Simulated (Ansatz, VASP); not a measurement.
## One calculation of ZnS, two programs

```
Zn S
1.0
     0.00000    2.69947    2.69947
     2.69947    0.00000    2.69947
     2.69947    2.69947    0.00000
Zn S
1 1
Direct
  0.00000 0.00000 0.00000
  0.75000 0.75000 0.75000
```

Alike in both runs: task single point; functional r2SCAN; k mesh 8 × 8 × 8; occupations gaussian, width 0.05 eV; no spin polarisation.

|  | VASP | Ansatz |
| --- | --- | --- |
| version | VASP 6.6.1 | Ansatz 0.2.0 |
| potentials or method | VASP PAW PBE potentials, release 64 (Zn, S), cutoff 520 eV | scalar-relativistic, plane waves, PAW |
| valence electrons in the cell | 18 | 18 |

|  | VASP | Ansatz | Ansatz less VASP |
| --- | --- | --- | --- |
| gap on the k mesh at the Fermi level (eV) | 2.69 | 2.68 | -0.010 |
| least direct gap on the mesh (eV) | 2.69 | 2.68 | -0.010 |
| pressure (GPa) | -0.4 | -0.4 | -0.04 |

VASP's potentials were made for PBE, not for r2SCAN. With one functional, cell and mesh, what is left measures potentials, basis and numerics.
